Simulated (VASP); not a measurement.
Here is a VASP 6.6.1 calculation.

File INCAR:

```
SYSTEM = VO2
PREC = Accurate
ENCUT = 600
EDIFF = 1E-6
ISMEAR = -1
SIGMA = 0.02
LREAL = .FALSE.
LASPH = .TRUE.
NELM = 200
ALGO = Normal
ISIF = 2
LWAVE = .FALSE.
LCHARG = .FALSE.
ISPIN = 2
MAGMOM = 1 1 0 0 0 0
LORBIT = 11
LMAXMIX = 4
GGA = PE
NBANDS = 38
GGA_COMPAT = .FALSE.
```

File KPOINTS:

```
regular mesh
0
G
  4 4 7
  0 0 0
```

The input POSCAR:

```
VO2
1.0
    4.5300000000      0.0000000000      0.0000000000
    0.0000000000      4.5300000000      0.0000000000
    0.0000000000      0.0000000000      2.8690000000
V O
2 4
Direct
    0.0000000000      0.0000000000      0.0000000000
    0.5000000000      0.5000000000      0.5000000000
    0.2993842469      0.2993842469      0.0000000000
    0.2006157531      0.7993842469      0.5000000000
    0.7006157531      0.7006157531      0.0000000000
    0.7993842469      0.2006157531      0.5000000000
```

Potentials or basis: VASP PAW PBE potentials, release 64 (V_sv, O).

Command:

```sh
$ cat potpaw_PBE.64/V_sv/POTCAR potpaw_PBE.64/O/POTCAR > POTCAR
$ mpirun -np 1 vasp_std > vasp.out
```

(1) Estimate the band gap on the k mesh.

(2) What does it give for the pressure?

(3) What does it give for the net moment?

(4) Estimate the site moments.

Answers

(1) zero (filled and empty bands overlap).

(2) 3.2 GPa.

(3) 2.00 μB per cell.

(4) V +1.05; O -0.05 μB.

Caveat: the cell stands under pressure; semilocal functionals often make such compounds metallic where correlation or magnetic order opens a gap, which also shifts bond lengths.
